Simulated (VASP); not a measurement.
Crystal: As2Se.

```
CELL_PARAMETERS angstrom
3.85000 0.00000 0.00000
-1.92500 3.33420 0.00000
0.00000 0.00000 16.90000
ATOMIC_POSITIONS crystal
As 0.00000 0.00000 0.65500
As 0.66667 0.33333 0.57000
As 0.00000 0.00000 0.34500
As 0.33333 0.66667 0.43000
As 0.66667 0.33333 0.88500
As 0.33333 0.66667 0.11500
Se 0.33333 0.66667 0.79500
Se 0.66667 0.33333 0.20500
Se 0.00000 0.00000 0.00000
```

| Property | Result |
| --- | --- |
| Program | VASP 6.6.1 |
| Task | relaxation of cell and atoms |
| Functional | PBE |
| Potentials or basis | VASP PAW PBE potentials, release 64 (As, Se) |
| Cutoff | 600 eV |
| k mesh | 5 × 5 × 1 |
| Occupations | gaussian, width 0.2 eV |
| Spin | no spin polarisation |

At the start: pressure -4.1 GPa; volume 24.10 Å³/atom.

Where does the relaxation end?

Over 17 steps the energy falls by 51.9 meV/atom and the volume is 23.16 Å³/atom (-3.9 %); space group P-3m1 (No. 164, to 0.1 Å) before and after.

Step by step:
| step | energy change (eV) | largest force (eV/Å) | pressure (GPa) | volume (Å³) |
| --- | --- | --- | --- | --- |
| 1 | 0.0000 | 1.2873 | -4.11 | 216.94 |
| 2 | -0.3027 | 0.6375 | 2.82 | 198.06 |
| 3 | -0.3468 | 0.5251 | 0.74 | 202.79 |
| 4 | -0.4005 | 0.2744 | 0.13 | 204.26 |
| 5 | -0.4154 | 0.3040 | -0.38 | 205.58 |
| 6 | -0.4306 | 0.2080 | -0.07 | 204.25 |
| 7 | -0.4356 | 0.1082 | 0.28 | 202.91 |
| 8 | -0.4404 | 0.1544 | -0.13 | 204.01 |
| 9 | -0.4406 | 0.1886 | -0.24 | 204.34 |
| 10 | -0.4446 | 0.1788 | -0.15 | 204.32 |
| 11 | -0.4528 | 0.1508 | 0.14 | 204.26 |
| 12 | -0.4531 | 0.1003 | 0.80 | 204.08 |
| 13 | -0.4556 | 0.1228 | 0.48 | 204.18 |
| 14 | -0.4598 | 0.0970 | 0.30 | 205.23 |
| 15 | -0.4654 | 0.0905 | -0.15 | 208.15 |
| 16 | -0.4655 | 0.0942 | -0.20 | 208.54 |
| 17 | -0.4667 | 0.0372 | -0.02 | 208.43 |

Final structure:
```
As Se
1.0
     3.82054    0.00000    0.00000
    -1.91027    3.30869    0.00000
     0.00000    0.00000   16.48877
As Se
6 3
Direct
  0.00000 0.00000 0.64387
  0.66667 0.33333 0.56589
  0.00000 0.00000 0.35613
  0.33333 0.66667 0.43411
  0.66667 0.33333 0.89291
  0.33333 0.66667 0.10709
  0.33333 0.66667 0.80423
  0.66667 0.33333 0.19577
  0.00000 0.00000 0.00000
```

Caveat: the relaxation stopped at a loose force limit of 0.08 eV/Å, so its end isn't a converged minimum.
